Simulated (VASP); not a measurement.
# Cu (P6_3/mmc) in VASP: further runs

The runs below take Cu through single point, with PBEsol.

Program: VASP 6.6.1. These are calculated values, not measurements. Logs are shortened: lines on timing, memory, paths and dates and some standing lists are left out, and cuts for length are marked.

## (1) The cell of the first run

Symmetry: P6_3/mmc, No. 194, hexagonal system. The conventional cell has a = 2.369 Å, b = 2.369 Å, c = 4.303 Å, α = 90.00°, β = 90.00°, γ = 120.00°. Within 3.1 Å of Cu (site symmetry -6m2) lie 12 Cu at 2.37 to 2.55 Å.

This isn't the form of Cu at room conditions, which is fcc.

## (2) Single point, PBEsol (biaxial strain in the a-b plane: -6.0 %, then relaxed in part)

File INCAR:

```
SYSTEM = Cu
ALGO = Fast ; EDIFF = 1E-6
ENCUT = 520 ; GGA = PS
ISIF = 2 ; ISMEAR = 0
LASPH = .True. ; LCHARG = .True.
LELF = .True. ; LREAL = .False.
LVHAR = .True. ; LWAVE = .False.
NBANDS = 18 ; NELM = 80
PREC = Accurate ; SIGMA = 0.1
```

File KPOINTS:

```
k-points
0
Gamma
  24 24 12
  0 0 0
```

File POSCAR:

```
Cu
1.0
    2.3693555637      0.0000000000      0.0000000000
   -1.1846777819      2.0519221088      0.0000000000
    0.0000000000      0.0000000000      4.3034916966
Cu
2
Direct
    0.3333333333      0.6666666667      0.2500000000
    0.6666666667      0.3333333333      0.7500000000
```

Potentials or basis: VASP PAW PBE potentials, release 64 (Cu).

The run is started by

```sh
$ cat potpaw_PBE.64/Cu/POTCAR > POTCAR
$ mpirun -np 1 vasp_std > vasp.out
```

OUTCAR:

```text
SYSTEM = Cu
   EDIFF = 1E-6
   ENCUT = 520
   GGA = PS
   ISIF = 2
   ISMEAR = 0
   LASPH = .True.
   LREAL = .False.
   NELM = 80
   PREC = Accurate

 ion  position               nearest neighbor table
   1  0.333  0.667  0.250-   2 2.55   2 2.55   2 2.55   2 2.55   2 2.55   2 2.55
   2  0.667  0.333  0.750-   1 2.55   1 2.55   1 2.55   1 2.55   1 2.55   1 2.55

  LATTYP: Found a hexagonal cell.
 ALAT       =     2.3693555637
 C/A-ratio  =     1.8163131623

  Lattice vectors:

 A1 = (   2.3693555637,   0.0000000000,   0.0000000000)
 A2 = (  -1.1846777819,   2.0519221088,   0.0000000000)
 A3 = (   0.0000000000,   0.0000000000,   4.3034916966)

Analysis of symmetry for initial positions (statically):
=====================================================================
 Subroutine PRICEL returns:
 Original cell was already a primitive cell.

 Routine SETGRP: Setting up the symmetry group for a
 hexagonal supercell.

 Subroutine GETGRP returns: Found 24 space group operations
 (whereof 12 operations were pure point group operations)
 out of a pool of 24 trial point group operations.

The static configuration has the point symmetry D_3d.
 The point group associated with its full space group is D_6h.

Analysis of symmetry for dynamics (positions and initial velocities):
=====================================================================
 Subroutine PRICEL returns:
 Original cell was already a primitive cell.

 Routine SETGRP: Setting up the symmetry group for a
 hexagonal supercell.

 Subroutine GETGRP returns: Found 24 space group operations
 (whereof 12 operations were pure point group operations)
 out of a pool of 24 trial point group operations.

The dynamic configuration has the point symmetry D_3d.
 The point group associated with its full space group is D_6h.

 Subroutine INISYM returns: Found 24 space group operations
 (whereof 12 operations are pure point group operations),
 and found     1 'primitive' translations

----------------------------------------------------------------------------------------

                                     Primitive cell

  volume of cell :      20.9224

  direct lattice vectors                    reciprocal lattice vectors
     2.369355564  0.000000000  0.000000000     0.422055691  0.243673967  0.000000000
    -1.184677782  2.051922109  0.000000000     0.000000000  0.487347934  0.000000000
     0.000000000  0.000000000  4.303491697     0.000000000  0.000000000  0.232369450

  length of vectors
     2.369355564  2.369355564  4.303491697     0.487347934  0.487347934  0.232369450

  position of ions in fractional coordinates (direct lattice)
     0.333333333  0.666666667  0.250000000
     0.666666667  0.333333333  0.750000000

  ion indices of the primitive-cell ions
   primitive index   ion index
                 1           1
                 2           2

----------------------------------------------------------------------------------------

 KPOINTS: k-points

Automatic generation of k-mesh.
 Grid dimensions read from file:
 generate k-points for:   24   24   12

 Generating k-lattice:

  Cartesian coordinates                     Fractional coordinates (reciprocal lattice)
     0.017585654  0.010153082  0.000000000     0.041666667 -0.000000000  0.000000000
     0.000000000  0.020306164  0.000000000     0.000000000  0.041666667  0.000000000
     0.000000000  0.000000000  0.019364121     0.000000000  0.000000000  0.083333333

  Length of vectors
     0.020306164  0.020306164  0.019364121

  Shift w.r.t. Gamma in fractional coordinates (k-lattice)
     0.000000000  0.000000000  0.000000000

 Subroutine IBZKPT returns following result:
 ===========================================

 Found    427 irreducible k-points:

 Following reciprocal coordinates:
            Coordinates               Weight
  0.000000  0.000000  0.000000      1.000000
  0.041667 -0.000000  0.000000      6.000000
  0.083333 -0.000000  0.000000      6.000000
  0.125000 -0.000000  0.000000      6.000000
  0.166667 -0.000000  0.000000      6.000000
  0.208333 -0.000000  0.000000      6.000000
[... 16 lines left out ...]
  0.416667  0.041667  0.000000     12.000000
  0.458333  0.041667  0.000000     12.000000
 [... further k-points ...]
   k-points           NKPTS =    427   k-points in BZ     NKDIM =    427   number of bands    NBANDS=     18
   number of dos      NEDOS =    301   number of ions     NIONS =      2
   total plane-waves  NPLWV =  10368
   dimension x,y,z NGX =    18 NGY =   18 NGZ =   32
   dimension x,y,z NGXF=    36 NGYF=   36 NGZF=   64
   ions per type =               2
   NGX,Y,Z   is equivalent  to a cutoff of  12.63, 12.63, 12.36 a.u.
   NGXF,Y,Z  is equivalent  to a cutoff of  25.26, 25.26, 24.72 a.u.
 SYSTEM =  Cu
   PREC   = accura    normal or accurate (medium, high low for compatibility)
   ISTART =      0    job   : 0-new  1-cont  2-samecut
   ICHARG =      2    charge: 1-file 2-atom 10-const
   ISPIN  =      1    spin polarized calculation?
   LNONCOLLINEAR =      F non collinear calculations
   LSORBIT =      F    spin-orbit coupling
   LASPH  =      T    aspherical Exc in radial PAW
   ENCUT  =  520.0 eV  38.22 Ry    6.18 a.u.   4.41  4.41  8.00*2*pi/ulx,y,z
   NELM   =     80;   NELMIN=  2; NELMDL= -5     # of ELM steps
   EDIFF  = 0.1E-05   stopping-criterion for ELM
   LREAL  =      F    real-space projection
   EDIFFG = 0.1E-04   stopping-criterion for IOM
   NSW    =      0    number of steps for IOM
   IBRION =     -1    ionic relax: 0-MD 1-quasi-New 2-CG
   NFREE  =      0    steps in history (QN), initial steepest desc. (CG)
   ISIF   =      2    stress and relaxation
   ISYM   =      2    0-nonsym 1-usesym 2-fastsym
   POTIM  = 0.5000    time-step for ionic-motion
   TEBEG  =    0.0;   TEEND  =   0.0 temperature during run
   PSTRESS=    0.0 pullay stress
   NELECT =      22.0000    total number of electrons
   NUPDOWN=      -1.0000    fix difference up-down
   EMIN   =  10.00;   EMAX   =-10.00  energy-range for DOS
   EFERMI =   0.00;   METHOD = LEGACY
   ISMEAR =     0;   SIGMA  =   0.10  broadening in eV -4-tet -1-fermi 0-gaus
   EFERMI_NEDOS =   21; number of points for ismear=-14 and -15
   IALGO  =     68    algorithm
   IMIX   =      4    mixing-type and parameters
     AMIX     =   0.40;   BMIX     =  1.00
     AMIX_MAG =   1.60;   BMIX_MAG =  1.00
  volume/ion in A,a.u.               =      10.46        70.60
  Fermi-wavevector in a.u.,A,eV,Ry     =   1.664735  3.145892 37.706392  2.771342
  Thomas-Fermi vector in A             =   2.751227
   LORBIT       =      0    0 simple, 1 ext, 2 COOP (PROOUT), +10 PAW based schemes
   GGA     = PS    functional components
   LHFCALC =     F    Hartree Fock is set to
   AEXX    =    0.0000 exact exchange contribution
   IVDW    =     0    specifies the selected vdW correction
   LEPSILON=     F    determine dielectric tensor
   LRPA    =     F    only Hartree local field effects (RPA)
 non-spin polarized calculation
 RMM-DIIS sequential band-by-band and
 Gauss-broadening in eV      SIGMA  =   0.10
  energy-cutoff  :      520.00
  volume of cell :       20.92
 maximum number of plane-waves:       592
 NGX is ok and might be reduce to    18
   NGX =  9   NGY =  9   NGZ = 17

 number of electron      21.9999981 magnetization

 Free energy of the ion-electron system (eV)
  ---------------------------------------------------
  ext. energy  EPLUGINS =         0.00000000
  ---------------------------------------------------
  free energy    TOTEN  =        -8.38427866 eV

  energy without entropy =       -8.37929605  energy(sigma->0) =       -8.38178736

 E-fermi :   9.0568     XC(G=0): -13.6246

 val. band max:        9.0541453136   @ k =   0.4167   0.0833   0.0833
 cond. band min:       9.0571009529   @ k =   0.3750   0.1250   0.0833
 fundamental gap:      0.0029556393
 Fermi energy:         9.0568223995

 k-point     1 :       0.0000    0.0000    0.0000
  band No.  band energies     occupation
      1      -1.3536      2.00000
      2       2.8697      2.00000
      3       5.1141      2.00000
      4       5.5951      2.00000
      5       5.5951      2.00000
      6       5.7586      2.00000
[... 10 lines left out ...]
     17      35.2859      0.00000
     18      35.3303      0.00000

 k-point     2 :       0.0417   -0.0000    0.0000
  band No.  band energies     occupation
      1      -1.2870      2.00000
      2       2.9173      2.00000
      3       5.1246      2.00000
      4       5.5803      2.00000
      5       5.6229      2.00000
      6       5.7409      2.00000
[... 10 lines left out ...]
     17      34.2166      0.00000
     18      35.3169      0.00000

 k-point     3 :       0.0833   -0.0000    0.0000
  band No.  band energies     occupation
      1      -1.0886      2.00000
      2       3.0560      2.00000
      3       5.1471      2.00000
      4       5.5445      2.00000
      5       5.6940      2.00000
      6       5.7048      2.00000
[... 10 lines left out ...]
     17      32.8650      0.00000
     18      35.2074      0.00000

 k-point     4 :       0.1250   -0.0000    0.0000
  band No.  band energies     occupation
      1      -0.7624      2.00000
      2       3.2709      2.00000
      3       5.1511      2.00000
      4       5.4488      2.00000
      5       5.5023      2.00000
      6       5.6522      2.00000
[... 10 lines left out ...]
     17      32.1837      0.00000
     18      34.9021      0.00000

 k-point     5 :       0.1667   -0.0000    0.0000
  band No.  band energies     occupation
      1      -0.3162      2.00000
      2       3.5328      2.00000
      3       5.0971      2.00000
      4       5.1125      2.00000
      5       5.4255      2.00000
      6       5.7017      2.00000
[... 10 lines left out ...]
     17      31.6038      0.00000
     18      32.5534      0.00000

 k-point     6 :       0.2083   -0.0000    0.0000
  band No.  band energies     occupation
      1       0.2373      2.00000
      2       3.7876      2.00000
      3       4.7983      2.00000
      4       5.0695      2.00000
      5       5.3218      2.00000
      6       5.8551      2.00000
[... 10 lines left out ...]
     17      30.4546      0.00000
     18      32.2997      0.00000

 k-point     7 :       0.2500   -0.0000    0.0000
  band No.  band energies     occupation
      1       0.8762      2.00000
      2       3.9539      2.00000
      3       4.5508      2.00000
      4       5.0808      2.00000
      5       5.2455      2.00000
      6       5.9721      2.00000
[... 10 lines left out ...]
     17      29.0795      0.00000
     18      32.6149      0.00000

 k-point     8 :       0.2917   -0.0000    0.0000
  band No.  band energies     occupation
      1       1.5634      2.00000
      2       3.9829      2.00000
      3       4.3518      2.00000
      4       5.0882      2.00000
      5       5.3181      2.00000
      6       5.8246      2.00000
[... 10 lines left out ...]
     17      27.4159      0.00000
     18      32.0716      0.00000
[... 229 lines left out ...]
     17      28.5939      0.00000
     18      32.9571      0.00000

 k-point    20 :       0.2917    0.0417    0.0000
  band No.  band energies     occupation
      1       1.9495      2.00000
      2       3.9873      2.00000
      3       4.2712      2.00000
      4       5.0684      2.00000
      5       5.3914      2.00000
      6       5.7348      2.00000
[... 10 lines left out ...]
     17      26.8571      0.00000
     18      32.6029      0.00000

 k-point    21 :       0.3333    0.0417    0.0000
  band No.  band energies     occupation
      1       2.5788      2.00000
      2       3.8972      2.00000
      3       4.1423      2.00000
      4       5.1280      2.00000
      5       5.5762      2.00000
      6       5.6139      2.00000
[... 10 lines left out ...]
     17      25.5594      0.00000
     18      32.2005      0.00000

 k-point    22 :       0.3750    0.0417    0.0000
  band No.  band energies     occupation
      1       3.0543      2.00000
      2       3.7946      2.00000
      3       4.0510      2.00000
      4       5.2918      2.00000
      5       5.5142      2.00000
      6       5.7285      2.00000
[... 10 lines left out ...]
     17      24.9167      0.00000
     18      31.8631      0.00000

 k-point    23 :       0.4167    0.0417    0.0000
  band No.  band energies     occupation
      1       3.3404      2.00000
      2       3.7002      2.00000
      3       3.9932      2.00000
      4       5.4430      2.00000
      5       5.5171      2.00000
      6       5.8151      2.00000
[... 10 lines left out ...]
     17      24.5322      0.00000
     18      31.5909      0.00000

 k-point    24 :       0.4583    0.0417    0.0000
  band No.  band energies     occupation
      1       3.4883      2.00000
      2       3.6204      2.00000
      3       3.9652      2.00000
      4       5.4058      2.00000
      5       5.7025      2.00000
      6       5.8200      2.00000
[... 10 lines left out ...]
     17      24.3417      0.00000
     18      31.4687      0.00000

 [... further k-points ...]

------------------------ aborting loop because EDIFF is reached ----------------------------------------

  FORCE on cell =-STRESS in cart. coord.  units (eV):
  Direction    XX          YY          ZZ          XY          YZ          ZX
  --------------------------------------------------------------------------------------
  -------------------------------------------------------------------------------------
  Total        3.9045941      3.9045941      0.1982037     -0.0000000     -0.0000000      0.0000000
  in kB      299.0022105    299.0022106     15.1778509     -0.0000000     -0.0000000      0.0000000
  external PRESSURE =     204.3940907 kB  Pullay stress =       0.0000000 kB

 VOLUME and BASIS-vectors are now :
 -----------------------------------------------------------------------------
  energy-cutoff  :      520.00
  volume of cell :       20.92
      direct lattice vectors                 reciprocal lattice vectors
     2.369355564  0.000000000  0.000000000     0.422055691  0.243673967  0.000000000
    -1.184677782  2.051922109  0.000000000     0.000000000  0.487347934  0.000000000
     0.000000000  0.000000000  4.303491697     0.000000000  0.000000000  0.232369450

 POSITION                                       TOTAL-FORCE (eV/Angst)
 -----------------------------------------------------------------------------------
     -0.00000      1.36795      1.07587        -0.000000      0.000000      0.000000
      1.18468      0.68397      3.22762         0.000000     -0.000000      0.000000
 -----------------------------------------------------------------------------------
    total drift:                               -0.000000      0.000000     -0.000000

  FREE ENERGIE OF THE ION-ELECTRON SYSTEM (eV)
  ---------------------------------------------------
  free  energy   TOTEN  =        -8.3842786608 eV

  energy  without entropy=       -8.3792960533  energy(sigma->0) =       -8.38178736
```

It took 4.3 min on 1 thread of Intel Xeon 8259CL, shared host; peak memory 0.24 GiB.

Results:

- Free energy: -8.3843 eV
- Pressure: 20.4 GPa
- Band gap on the k mesh: zero (bands 11 and 12 overlap by 7.06 eV)

Caveat: the cell differs from its parent crystal (biaxial strain in the a-b plane: -6.0 %, then relaxed in part); the cell stands under pressure; the PAW data sets were made with another functional, which shifts forces and pressure a little.

## (3) Single point, PBEsol (biaxial strain in the a-b plane: -4.0 %)

File INCAR:

```
ALGO = Fast ; EDIFF = 1E-6
ENCUT = 520 ; GGA = PS
ISIF = 2 ; ISMEAR = 0
LASPH = T ; LCHARG = T
LELF = T ; LREAL = F
LVHAR = T ; LWAVE = F
NBANDS = 18 ; NELM = 80
PREC = Accurate ; SIGMA = 0.1
```

File KPOINTS:

```
k-points
0
Gamma
  24 24 12
```

File POSCAR:

```
Cu
1.0
    2.4197673842      0.0000000000      0.0000000000
   -1.2098836921      2.0955800260      0.0000000000
    0.0000000000      0.0000000000      4.2153198260
Cu
2
Direct
    0.3333333333      0.6666666667      0.2500000000
    0.6666666667      0.3333333333      0.7500000000
```

Potentials or basis: VASP PAW PBE potentials, release 64 (Cu).

The run is started by

```sh
$ cat potpaw_PBE.64/Cu/POTCAR > POTCAR
$ mpirun -np 1 vasp_std > vasp.out
```

Wall time 3.5 min (1 thread of Intel Xeon 8259CL, shared host); peak memory 0.24 GiB.

It converged, with:

* Free energy: -8.5103 eV
* Pressure: 13.6 GPa
* Band gap on the k mesh: zero (bands 11 and 12 overlap by 6.72 eV)

Stress tensor (GPa, compression positive):
```
18.89  0.00  0.00
 0.00 18.89  0.00
 0.00  0.00  3.10
```

Levels at points of the mesh, in eV from the Fermi level:
| k point | band 9 | band 10 | band 11 | band 12 | band 13 | band 14 |
| --- | --- | --- | --- | --- | --- | --- |
| (0.00, 0.00, 0.00) | -2.53 | -1.95 | -1.85 | -1.85 | 3.34 | 22.68 |
| (0.50, 0.00, 0.00) | -1.62 | -1.55 | 0.10 | 1.96 | 7.92 | 8.23 |
| (0.00, 0.00, 0.50) | -2.10 | -2.10 | -2.10 | -2.10 | 11.58 | 11.58 |
| (0.50, 0.00, 0.50) | -1.58 | -1.58 | 0.42 | 0.42 | 5.57 | 5.57 |

Caveat: the cell differs from its parent crystal (biaxial strain in the a-b plane: -4.0 %); the cell stands under pressure; the PAW data sets were made with another functional, which shifts forces and pressure a little.
